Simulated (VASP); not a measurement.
A run of VASP 6.6.1 is set up as follows.

INCAR

```
SYSTEM = Sc
PREC = Accurate
ENCUT = 520
EDIFF = 1E-6
ISMEAR = 0
SIGMA = 0.1
LREAL = .False.
LASPH = .True.
NELM = 60
ALGO = Normal
ISIF = 2
LWAVE = .False.
LCHARG = .False.
GGA = PS
NBANDS = 12
```

Contents of KPOINTS:

```
Automatic mesh
0
Gamma
  16 16 16
  0 0 0
```

POSCAR

```
Sc
1.0
   -1.8135954035      1.8135954035      1.8135954035
    1.8135954035     -1.8135954035      1.8135954035
    1.8135954035      1.8135954035     -1.8135954035
Sc
1
Direct
    0.0000000000      0.0000000000      0.0000000000
```

Potentials or basis: VASP PAW PBE potentials, release 64 (Sc_sv).

The run is started by

```bash
$ cat potpaw_PBE.64/Sc_sv/POTCAR > POTCAR
$ mpirun -np 1 vasp_std > vasp.out
```

Task: What does it give for the pressure?

Result: 0.0 GPa.

Caveat: the PAW data sets were made with another functional, which shifts forces and pressure a little.
